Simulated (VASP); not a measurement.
# Zr (P6_3/mmc) in VASP: a series of runs, part 2 of 2

VASP 6.6.1. Earlier steps stand in the parts before.

## 6. Single point, PBE (volume scaled by 1.040)

The input, INCAR:

```
SYSTEM = Zr
  PREC = Accurate
  ENCUT = 520
  EDIFF = 1E-6
  ISMEAR = 0
  SIGMA = 0.05
  LREAL = .False.
  LASPH = .True.
  NELM = 100
  ALGO = Fast
  ISIF = 2
  LWAVE = .False.
  LCHARG = .True.
  GGA = PE
  LELF = .True.
  LVHAR = .True.
  NBANDS = 19
```

The input, KPOINTS:

```
regular mesh
0
Gamma
  16 16 10
  0 0 0
```

The input, POSCAR:

```
Zr
1.0
    3.2769075700      0.0000000000      0.0000000000
   -1.6384537850      2.8378852015      0.0000000000
    0.0000000000      0.0000000000      5.2321517042
Zr
2
Direct
    0.3333333333      0.6666666667      0.2500000000
    0.6666666667      0.3333333333      0.7500000000
```

Potentials or basis: VASP PAW PBE potentials, release 64 (Zr_sv).

Launch:

```bash
$ cat potpaw_PBE.64/Zr_sv/POTCAR > POTCAR
$ mpirun -np 1 vasp_std > vasp.out
```

OUTCAR:

```text
SYSTEM = Zr
   PREC = Accurate
   ENCUT = 520
   EDIFF = 1E-6
   ISMEAR = 0
   LREAL = .False.
   LASPH = .True.
   NELM = 100
   ISIF = 2
   GGA = PE

 ion  position               nearest neighbor table
   1  0.333  0.667  0.250-   2 3.23   2 3.23   2 3.23   2 3.23   2 3.23   2 3.23
   2  0.667  0.333  0.750-   1 3.23   1 3.23   1 3.23   1 3.23   1 3.23   1 3.23

  LATTYP: Found a hexagonal cell.
 ALAT       =     3.2769075700
 C/A-ratio  =     1.5966735687

  Lattice vectors:

 A1 = (   3.2769075700,   0.0000000000,   0.0000000000)
 A2 = (  -1.6384537850,   2.8378852015,   0.0000000000)
 A3 = (   0.0000000000,   0.0000000000,   5.2321517042)

Analysis of symmetry for initial positions (statically):
=====================================================================
 Subroutine PRICEL returns:
 Original cell was already a primitive cell.

 Routine SETGRP: Setting up the symmetry group for a
 hexagonal supercell.

 Subroutine GETGRP returns: Found 24 space group operations
 (whereof 12 operations were pure point group operations)
 out of a pool of 24 trial point group operations.

[... 156 lines left out ...]

 Free energy of the ion-electron system (eV)
  ---------------------------------------------------
  ext. energy  EPLUGINS =         0.00000000
  ---------------------------------------------------
  free energy    TOTEN  =       -17.02357563 eV

  energy without entropy =      -17.02178738  energy(sigma->0) =      -17.02268150

 E-fermi :   8.5244     XC(G=0): -10.8842

 val. band max:        8.5139587265   @ k =   0.3125   0.3125   0.4000
 cond. band min:       8.5339879456   @ k =   0.1250  -0.0000   0.4000
 fundamental gap:      0.0200292191
 Fermi energy:         8.5244419611

 k-point     1 :       0.0000    0.0000    0.0000
  band No.  band energies     occupation
      1     -40.4166      2.00000
      2     -40.2896      2.00000
      3     -18.8641      2.00000
      4     -18.1039      2.00000
      5     -18.1039      2.00000
      6     -17.9961      2.00000
[... 505 lines left out ...]
      6     -18.2849      2.00000
[... 11 lines left out ...]
     18      13.1609      0.00000
     19      13.3790      0.00000

 [... further k-points ...]
[... 5 lines left out ...]
  --------------------------------------------------------------------------------------
  -------------------------------------------------------------------------------------
  Total       -1.0524410     -1.0524410     -1.0533545     -0.0000000      0.0000000      0.0000000
  in kB      -34.6552476    -34.6552476    -34.6853280     -0.0000000      0.0000000      0.0000000
  external PRESSURE =     -34.6652744 kB  Pullay stress =       0.0000000 kB

 VOLUME and BASIS-vectors are now :
 -----------------------------------------------------------------------------
  energy-cutoff  :      520.00
  volume of cell :       48.66
      direct lattice vectors                 reciprocal lattice vectors
     3.276907570  0.000000000  0.000000000     0.305165763  0.176187536  0.000000000
    -1.638453785  2.837885201  0.000000000     0.000000000  0.352375071  0.000000000
     0.000000000  0.000000000  5.232151704     0.000000000  0.000000000  0.191125957

 POSITION                                       TOTAL-FORCE (eV/Angst)
 -----------------------------------------------------------------------------------
     -0.00000      1.89192      1.30804         0.000000     -0.000000      0.000000
      1.63845      0.94596      3.92411        -0.000000      0.000000      0.000000
 -----------------------------------------------------------------------------------
    total drift:                               -0.000000      0.000000     -0.000000

  FREE ENERGIE OF THE ION-ELECTRON SYSTEM (eV)
  ---------------------------------------------------
  free  energy   TOTEN  =       -17.0235756275 eV

  energy  without entropy=      -17.0217873772  energy(sigma->0) =      -17.02268150
```

stdout:

```text
POSCAR found type information on POSCAR Zr
 POSCAR found :  1 types and       2 ions
 scaLAPACK will be used
 LDA part: xc-table for (Slater+PW92), standard interpolation
 POSCAR, INCAR and KPOINTS ok, starting setup
 FFT: planning ... GRIDC
 FFT: planning ... GRID_SOFT
 FFT: planning ... GRID
 WAVECAR not read
 entering main loop
WARNING in EDDRMM: call to ZHEGV failed, returncode =   6  3     10
WARNING in EDDRMM: call to ZHEGV failed, returncode =   6  3     15
WARNING in EDDRMM: call to ZHEGV failed, returncode =   6  3     10
WARNING in EDDRMM: call to ZHEGV failed, returncode =   8  4     19
WARNING in EDDRMM: call to ZHEGV failed, returncode =   6  3     12
WARNING in EDDRMM: call to ZHEGV failed, returncode =   8  4      9
WARNING in EDDRMM: call to ZHEGV failed, returncode =   8  4      8
WARNING in EDDRMM: call to ZHEGV failed, returncode =   8  4      7
WARNING in EDDRMM: call to ZHEGV failed, returncode =   8  4      5
WARNING in EDDRMM: call to ZHEGV failed, returncode =   8  4      7
```

Wall time 73 s (1 thread of Intel Xeon 6975P-C (Granite Rapids), shared host); peak memory 0.25 GiB.

What came out:

```
Free energy            : -17.0236 eV
Pressure               : -3.5 GPa
Band gap on the k mesh : zero (band 12 reaches 9.37 eV, above the bottom of band 13 at 8.23 eV)
```

## 7. The runs side by side

| cell | further INCAR settings | gap on the mesh (eV) | pressure (GPa) |
| --- | --- | --- | --- |
| a = 3.185, b = 3.185, c = 5.112 Å, angles 90.0, 90.0, 120.0°, 2 atoms | ALGO = Fast; EDIFF = 1e-06; NBANDS = 19 | none | 4.1 |
| a = 3.210, b = 3.210, c = 5.137 Å, angles 90.0, 90.0, 120.0°, 2 atoms | ALGO = Fast; EDIFF = 1e-07; NBANDS = 19 | none | 2.0 |
| a = 3.232, b = 3.232, c = 5.172 Å, angles 90.0, 90.0, 120.0°, 2 atoms | ALGO = Fast; EDIFF = 1e-07; NBANDS = 19 | none | 0.0 |
| a = 3.253, b = 3.253, c = 5.206 Å, angles 90.0, 90.0, 120.0°, 2 atoms | ALGO = Fast; EDIFF = 1e-06; NBANDS = 19 | none | -1.8 |
| a = 3.277, b = 3.277, c = 5.232 Å, angles 90.0, 90.0, 120.0°, 2 atoms | ALGO = Fast; EDIFF = 1e-06; NBANDS = 19 | none | -3.5 |

Alike in all rows: task single point; level PBE; potentials or basis VASP PAW PBE potentials, release 64 (Zr_sv); no spin polarisation; k mesh 16 × 16 × 10; cutoff (eV) 520; smearing gaussian 0.05 eV.

Absolute energies hang on the potentials; compare differences alone.
